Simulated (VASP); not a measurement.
Set up this calculation in VASP 6.6.1, as the native input.

```
Task                   : relaxation of cell and atoms
Functional             : PBEsol
Potentials or basis    : VASP PAW PBE potentials, release 64 (La, F_h)
Cutoff                 : 1350 eV
k mesh                 : 10 × 10 × 6
Occupations            : gaussian, width 0.05 eV
Spin                   : no spin polarisation
Dipole correction      : no
Further INCAR settings : ALGO = Normal; EDIFF = 1e-07; IBRION = 2; EDIFFG = -0.01; NSW = 80; ISIF = 3
```

The structure of LaF2 lies in POSCAR:

```
LaF2
1.0
    3.3450635172      0.0000000000      0.0000000000
   -1.6725317586      2.8969099832      0.0000000000
    0.0000000000      0.0000000000      5.3962817117
La F
1 2
Direct
    0.0000000000      0.0000000000      0.0000000000
    0.3333333333      0.6666666667      0.2520000000
    0.6666666667      0.3333333333      0.7480000000
```

These files were run (other wordings do the same):

INCAR

```
PREC = Accurate ; ENCUT = 1350
EDIFF = 1E-7 ; ISMEAR = 0
SIGMA = 0.05 ; LREAL = F
LASPH = T ; NELM = 200
ALGO = Normal ; ISIF = 3
LWAVE = F ; LCHARG = F
GGA = PS ; IBRION = 2
NSW = 80 ; EDIFFG = -0.01
GGA_COMPAT = F ; NELMIN = 4
LMAXMIX = 6
```

KPOINTS

```
regular mesh
0
Gamma
  10 10 6
```

Potentials or basis: VASP PAW PBE potentials, release 64 (La, F_h).

Run with:

```sh
$ cat potpaw_PBE.64/La/POTCAR potpaw_PBE.64/F_h/POTCAR > POTCAR
$ mpirun -np 1 vasp_std > vasp.out
```

It gave:

```
Relaxed volume                        : 18.34 Å³/atom
Relaxed cell                          : a = 3.565 Å, b = 3.565 Å, c = 4.999 Å, α = 90.00°, β = 90.00°, γ = 120.00°
Space group after relaxing (to 0.1 Å) : P-3m1 (No. 164)
Energy gained by relaxing             : 96.4 meV/atom
Ionic steps                           : 31
Pressure after relaxing               : 0.0 GPa
Band gap on the k mesh                : zero (an odd number of electrons rules out a gap without spin polarisation)
```

Caveat: the PAW data sets were made with another functional, which shifts forces and pressure a little; spin-orbit coupling is left out, which moves the levels of the heavy elements; an odd number of electrons without spin polarisation forces a metal; a magnetic or distorted state may lie lower.

It took 40 min on 1 thread of Intel(R) Xeon(R) 6975P-C (Granite Rapids) (shared host), peak memory 0.68 GiB.
